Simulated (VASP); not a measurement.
Runs of VASP 6.6.1 on As. The structure is that of space group P6_3/mmc (No. 194), or close to it. The cells are those of the table. 

```csv
task,cell,cutoff (eV),gap on the mesh (eV),pressure (GPa)
relaxation of cell and atoms,"relaxed to 20 GPa from a = 3.120, b = 3.120, c = 5.095 Å, angles 90.0, 90.0, 120.0°, 2 atoms",600,none,20.1
single point,"a = 2.681, b = 2.681, c = 4.249 Å, angles 90.0, 90.0, 120.0°, 2 atoms",520,none,(a)
relaxation of cell and atoms,"relaxed to 60 GPa from a = 3.120, b = 3.120, c = 5.095 Å, angles 90.0, 90.0, 120.0°, 2 atoms",600,none,60.0
relaxation of cell and atoms,"relaxed from a = 3.120, b = 3.120, c = 5.095 Å, angles 90.0, 90.0, 120.0°, 2 atoms",600,none,0.0
single point,"a = 2.968, b = 2.968, c = 4.786 Å, angles 90.0, 90.0, 120.0°, 2 atoms",520,none,0.2
relaxation of cell and atoms,"relaxed to 40 GPa from a = 3.120, b = 3.120, c = 5.095 Å, angles 90.0, 90.0, 120.0°, 2 atoms",600,none,40.0
single point,"a = 2.743, b = 2.743, c = 4.366 Å, angles 90.0, 90.0, 120.0°, 2 atoms",520,none,41.2
single point,"a = 2.827, b = 2.827, c = 4.527 Å, angles 90.0, 90.0, 120.0°, 2 atoms",520,none,20.6
```

Alike in all rows: level PBEsol; potentials or basis VASP PAW PBE potentials, release 64 (As); no spin polarisation; k mesh 8 × 8 × 5; smearing fermi-dirac 0.1 eV.

**Question.** Fill in the values left out.

**Answer.** (a) 61.8.

Caveats: the PAW data sets were made with another functional, which shifts forces and pressure a little; the cell is relaxed towards a set pressure, so the enthalpy falls and the energy may rise (some runs).

A k mesh can miss the band edges, and the runs leave out spin-orbit coupling on As.

A gap of «none» marks levels without a gap at the run's occupations.
